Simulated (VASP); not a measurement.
The system is BN.

```
B N
1.0
     0.00000    1.80482    1.80482
     1.80482    0.00000    1.80482
     1.80482    1.80482    0.00000
B N
1 1
Cartesian
  0.0000 0.0000 0.0000
  0.9024 0.9024 0.9024
```

Program: VASP 6.6.1. Alike in all runs: task single point; potentials or basis VASP PAW PBE potentials, release 64 (B, N); no spin polarisation; cell as given; cutoff (eV) 520; smearing gaussian 0.01 eV.

Problem. Order these runs on this cell by their pressure, lowest first.
A. level PBE-based screened hybrid with 5 % exact exchange; k mesh 6 × 6 × 6; grid for exact exchange (PRECFOCK) Normal; share of exact exchange 0.05; screening parameter 0.2078 1/Å
B. level PBE-based screened hybrid with 40 % exact exchange; k mesh 6 × 6 × 6; grid for exact exchange (PRECFOCK) Normal; share of exact exchange 0.4; screening parameter 0.3 1/Å
C. level r2SCAN; k mesh 8 × 8 × 8
D. level HSE06; k mesh 6 × 6 × 6; grid for exact exchange (PRECFOCK) Normal; share of exact exchange 0.25; screening parameter 0.2079 1/Å
E. level PBE-based global hybrid with 15 % exact exchange; k mesh 6 × 6 × 6; grid for exact exchange (PRECFOCK) Normal; share of exact exchange 0.15

Solution. B (-8.5 GPa), D (-3.9 GPa), E (-0.4 GPa), C (1.1 GPa), A (3.2 GPa).

Caveats: some runs use coarse meshes; the PAW data sets were made with another functional, which shifts forces and pressure a little.
